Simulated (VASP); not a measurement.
Wanted: the native input for a VASP 6.6.1 run.

```
Task                   : single point
Functional             : LDA
Potentials or basis    : VASP PAW LDA potentials, release 64 (Zn, O)
Cutoff                 : 520 eV
k mesh                 : 12 × 12 × 7
Occupations            : fermi-dirac, width 0.05 eV
Spin                   : no spin polarisation
Dipole correction      : no
Further INCAR settings : ALGO = Normal; EDIFF = 1e-07; NBANDS = 26
```

The structure of ZnO lies in POSCAR:

```
ZnO
1.0
    3.2694060886      0.0000000000      0.0000000000
   -1.6347030443      2.8313887280      0.0000000000
    0.0000000000      0.0000000000      5.2737682400
Zn O
2 2
Direct
    0.6666666700      0.3333333300      0.5005917000
    0.3333333300      0.6666666700      0.0005917000
    0.6666666700      0.3333333300      0.8797183000
    0.3333333300      0.6666666700      0.3797183000
```

One way to write it, as run:

INCAR

```
SYSTEM = ZnO
PREC     = Accurate       ! precision mode
ENCUT    = 520            ! plane-wave cutoff, eV
EDIFF    = 1E-7           ! SCF threshold, eV
ISMEAR   = -1             ! smearing method
SIGMA    = 0.05           ! smearing width, eV
LREAL    = .False.        ! projectors in reciprocal space
LASPH    = .True.         ! aspherical terms in the spheres
NELM     = 100            ! most SCF steps
ALGO     = Normal         ! electronic algorithm
ISIF     = 2              ! what is computed and relaxed
LWAVE    = .False.        ! write WAVECAR
LCHARG   = .True.         ! write CHGCAR
LELF     = .True.         ! ELF
LVHAR    = .True.       
NBANDS   = 26             ! bands
```

KPOINTS

```
Automatic mesh
0
Gamma
  12 12 7
  0 0 0
```

Potentials or basis: VASP PAW LDA potentials, release 64 (Zn, O).

The run is started by

```bash
$ cat potpaw_LDA.64/Zn/POTCAR potpaw_LDA.64/O/POTCAR > POTCAR
$ mpirun -np 1 vasp_std > vasp.out
```

It gave:

- Pressure: -9.2 GPa
- Band gap on the k mesh: 0.69 eV, direct

Wall time 56 s on 1 thread of Intel Xeon 6975P-C, with other jobs on the host, peak memory 0.2 GiB.
